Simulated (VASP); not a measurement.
Runs of VASP 6.6.1 on ZnSe. The structure is that of space group F-43m (No. 216), or close to it. The cells are those of the table. 

| cell | gap on the mesh (eV) | pressure (GPa) |
| --- | --- | --- |
| a = 3.927, b = 3.927, c = 3.846 Å, angles 60.7, 60.7, 58.6°, 2 atoms | 2.17 | 6.5 |
| a = 3.767, b = 3.767, c = 3.686 Å, angles 60.7, 60.7, 58.6°, 2 atoms | 2.63 | 21.7 |
| a = 4.167 Å, angles 60.0°, 2 atoms | 1.38 | -5.9 |
| a = 3.846 Å, angles 60.0°, 2 atoms | 2.43 | 10.6 |
| a = 4.327 Å, angles 60.0°, 2 atoms | (a) | (b) |

Alike in all rows: task single point; level r2SCAN; potentials or basis VASP PAW PBE potentials, release 64 (Zn, Se); no spin polarisation; k mesh 8 × 8 × 8; cutoff (eV) 520; smearing gaussian 0.05 eV.

Task: Fill in the values left out.

Result: (a) 0.95; (b) -9.0.

Caveats: the PAW data sets were made with another functional, which shifts forces and pressure a little; the cell stands under pressure (at least some runs); the cell stands under tension (at least some runs).

A k mesh can miss the band edges, and the runs leave out spin-orbit coupling on Se.
